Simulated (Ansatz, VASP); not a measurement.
# LiCaF3 in VASP and in Ansatz

```xyz
5
Lattice="3.7612 0.0000 0.0000 0.0000 3.7612 0.0000 0.0000 0.0000 3.7612" Properties=species:S:1:pos:R:3 pbc="T T T"
Li    1.8806    1.8806    1.8806
Ca    0.0000    0.0000    0.0000
F    -0.0875    1.8806    1.8806
F     1.7931    1.8806    0.0000
F     1.7931    0.0000    1.8806
```

Change from the starting cell: all F atoms moved +0.087 Å, as atom 3 towards its neighbour atom 1 (Li) at 1.881 Å.

Alike in both runs: task single point; functional LDA; k mesh 6 × 6 × 6; occupations gaussian, width 0.05 eV; no spin polarisation.

|  | VASP | Ansatz |
| --- | --- | --- |
| version | VASP 6.6.1 | Ansatz 0.2.0 |
| potentials or method | VASP PAW LDA potentials, release 64 (Li_sv, Ca_sv, F), cutoff 520 eV | scalar-relativistic, plane waves, PAW |
| valence electrons in the cell | 34 | 34 |

|  | VASP | Ansatz | Ansatz less VASP |
| --- | --- | --- | --- |
| gap on the k mesh at the Fermi level (eV) | 6.37 | 6.39 | +0.017 |
| least direct gap on the mesh (eV) | 6.49 | 6.50 | +0.016 |
| rms of the force components (eV/Å) | 0.148 | 0.147 | -0.0012 |

LDA's correlation is that of Perdew and Zunger in VASP and of Perdew and Wang (1992) in Ansatz. Atom by atom the forces differ by 0.004 eV/Å (rms over components).

Noted on VASP's run: the cutoff is under 1.25 times that of the potentials, so the pressure is a little rough.
